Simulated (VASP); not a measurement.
Input of a VASP 6.6.1 run:

Contents of INCAR:

```
PREC     = Accurate       # precision mode
ENCUT    = 520            # plane-wave cutoff, eV
EDIFF    = 1E-6           # SCF threshold, eV
ISMEAR   = 1              # smearing method
SIGMA    = 0.1            # smearing width, eV
LREAL    = False          # projectors in reciprocal space
LASPH    = True           # aspherical terms in the spheres
NELM     = 150            # most SCF steps
ALGO     = Normal         # electronic algorithm
ISIF     = 2              # what is computed and relaxed
LWAVE    = False          # write WAVECAR
LCHARG   = False          # write CHGCAR
ISPIN    = 2              # spin polarisation
MAGMOM   = 0 3.5 3.5      # initial moments
LORBIT   = 11             # projections on sites
LMAXMIX  = 4              # l up to which the mixer works
GGA      = CA             # functional
NBANDS   = 20             # bands
```

The input KPOINTS:

```
regular mesh
0
Gamma
  7 7 9
```

The input POSCAR:

```
AlFe2
1.0
    4.1349220000      0.0000000000      0.0000000000
   -2.0674610000      3.5809480000      0.0000000000
    0.0000000000      0.0000000000      2.5522020000
Al Fe
1 2
Direct
    0.0000000000      0.0000000000      0.0000000000
    0.3333333333      0.6666666667      0.5000000000
    0.6666666667      0.3333333333      0.5000000000
```

Potentials or basis: VASP PAW LDA potentials, release 64 (Al, Fe).

Command:

```sh
$ cat potpaw_LDA.64/Al/POTCAR potpaw_LDA.64/Fe/POTCAR > POTCAR
$ mpirun -np 1 vasp_std > vasp.out
```

What does it give for the net moment?

3.99 μB per cell.

Estimate the pressure.

-14.3 GPa.

Estimate the site moments.

Al -0.04; Fe +1.99 μB.

Stress tensor (GPa, compression positive):
```
-15.70   0.00   0.00
  0.00 -15.70   0.00
  0.00   0.00 -11.62
```

Caveat: the cell stands under tension.
